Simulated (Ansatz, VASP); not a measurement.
# Two plane-wave programs on PtSe

```
Pt Se
1.0
     0.00000    2.79841    2.79841
     2.79841    0.00000    2.79841
     2.79841    2.79841    0.00000
Pt Se
1 1
Direct
  0.50000 0.50000 0.50000
  0.00000 0.00000 0.00000
```

Alike in both runs: task relaxation of cell and atoms; functional PBE; k mesh 8 × 8 × 8; occupations fermi-dirac, width 0.05 eV; no spin polarisation; Hubbard terms Pt d U = 8.0 eV.

|  | VASP | Ansatz |
| --- | --- | --- |
| version | VASP 6.6.1 | Ansatz 0.2.0 |
| potentials or method | VASP PAW PBE potentials, release 64 (Pt, Se) | Ansatz PAW |
| plane-wave cutoff (eV) | 600 | 420 |
| valence electrons in the cell | 16 | 34 |

|  | VASP | Ansatz | Ansatz less VASP |
| --- | --- | --- | --- |
| gap on the k mesh at the Fermi level, each at its own relaxed structure (eV) | none | none | - |
| relaxed volume (Å³/atom) | 17.31 | 18.73 | +1.419 |
| relaxed cell length with the largest relative difference (Å) | 3.658 | 3.755 | +0.0974 |

The programs project onto different local orbitals, so the same U acts differently, and such runs can settle in different states. A gap of «none» marks a metal or a gap that the smearing closes. VASP's potentials hold 16 valence electrons a cell and Ansatz's 34, so a difference there can come from the potentials and not from the codes.

Spin-orbit coupling is off throughout. Noted on VASP's run: the volume moved by over 15 % at a fixed basis, so the end points are rough. Noted on Ansatz's run: the plane-wave basis is chosen anew once the cell has moved, so the energies of steps on either side of that aren't comparable.
